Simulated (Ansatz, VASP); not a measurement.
# Two plane-wave programs on Li2MgSiTe4

The input POSCAR:

```
Li2MgSiTe4
1.0
   -3.2159699195      3.2159699195      5.9721493890
    3.2159699195     -3.2159699195      5.9721493890
    3.2159699195      3.2159699195     -5.9721493890
Li Mg Si Te
2 1 1 4
Direct
    0.0000000000      0.0000000000      0.0000000000
    0.7500000000      0.2500000000      0.5000000000
    0.2500000000      0.7500000000      0.5000000000
    0.5000000000      0.5000000000      0.0000000000
    0.1477977590      0.6045858564      0.9924590126
    0.3954141436      0.3878731562      0.5432119026
    0.6121268438      0.1553387465      0.0075409874
    0.8446612535      0.8522022410      0.4567880974
```

INCAR.step1

```
SYSTEM = Li2MgSiTe4
PREC = Accurate
ENCUT = 520
ISMEAR = 0
SIGMA = 0.01
LREAL = .False.
LASPH = .True.
NELM = 100
NBANDS = 28
GGA = PE
ALGO = Normal
EDIFF = 1E-4
LWAVE = .True.
LCHARG = .False.
```

The input INCAR.step2:

```
SYSTEM = Li2MgSiTe4
PREC = Accurate
ENCUT = 520
EDIFF = 1E-6
ISMEAR = 0
SIGMA = 0.01
LREAL = .False.
LASPH = .True.
NELM = 100
ALGO = Normal
ISIF = 2
LWAVE = .False.
LCHARG = .True.
METAGGA = R2SCAN
LMIXTAU = .True.
LELF = .True.
LVHAR = .True.
NBANDS = 28
ISTART = 1
```

Contents of KPOINTS:

```
regular mesh
0
Gamma
  6 6 6
  0 0 0
```

Input for Ansatz:

```yaml
crystal:
  lattice:
    - [-3.2159699195, 3.2159699195, 5.972149389]
    - [3.2159699195, -3.2159699195, 5.972149389]
    - [3.2159699195, 3.2159699195, -5.972149389]
  atoms:
    - { symbol: Li, position: [0.0, 0.0, 0.0] }
    - { symbol: Li, position: [0.75, 0.25, 0.5] }
    - { symbol: Mg, position: [0.25, 0.75, 0.5] }
    - { symbol: Si, position: [0.5, 0.5, 0.0] }
    - { symbol: Te, position: [0.147797759, 0.6045858564, 0.9924590126] }
    - { symbol: Te, position: [0.3954141436, 0.3878731562, 0.5432119026] }
    - { symbol: Te, position: [0.6121268438, 0.1553387465, 0.0075409874] }
    - { symbol: Te, position: [0.8446612535, 0.852202241, 0.4567880974] }
kpoints:
  mp_grid: { grid: [6, 6, 6] }
  band_path:
    path:
      - [0.0, 0.0, 0.0]
      - [0.0, 0.0, 0.5]
      - [0.25, 0.25, 0.25]
      - [0.0, 0.5, 0.0]
      - [0.5, 0.5, -0.5]
      - [0.3224940961, 0.6775059039, -0.3224940961]
      - [-0.3224940961, 0.3224940961, 0.3224940961]
      - [-0.1449881921, 0.1449881921, 0.5]
      - [0.5, 0.5, -0.1449881921]
    npoints: 1
hamiltonian:
  xc: r2scan
scf:
  occupations: { method: fixed }
  n_extra_bands: 6
output:
  forces: true
  stress: true
  eigenvalues: true
```

Alike in both runs: task single point; functional r2SCAN; k mesh 6 × 6 × 6; no spin polarisation.

|  | VASP | Ansatz |
| --- | --- | --- |
| version | VASP 6.6.1 | Ansatz 0.2.0 |
| potentials or method | VASP PAW PBE potentials, release 64 (Li_sv, Mg, Si, Te) | plane waves, PAW |
| plane-wave cutoff (eV) | 520 | 500 |
| occupations | gaussian, width 0.01 eV | fixed |
| valence electrons in the cell | 36 | 84 |

```tsv
	VASP	Ansatz	Ansatz less VASP
gap on the k mesh at the Fermi level (eV)	2.14	2.14	-0.001
rms of the force components (eV/Å)	0.006	0.001	-0.0048
```

VASP's potentials were made for PBE, not for r2SCAN. Atom by atom the forces differ by 0.006 eV/Å (rms over components). VASP's potentials hold 36 valence electrons a cell and Ansatz's 84, so a difference there can come from the potentials and not from the codes.

Spin-orbit coupling is off throughout. Noted on VASP's run: the cutoff is under 1.25 times that of the potentials, so the pressure is a little rough.
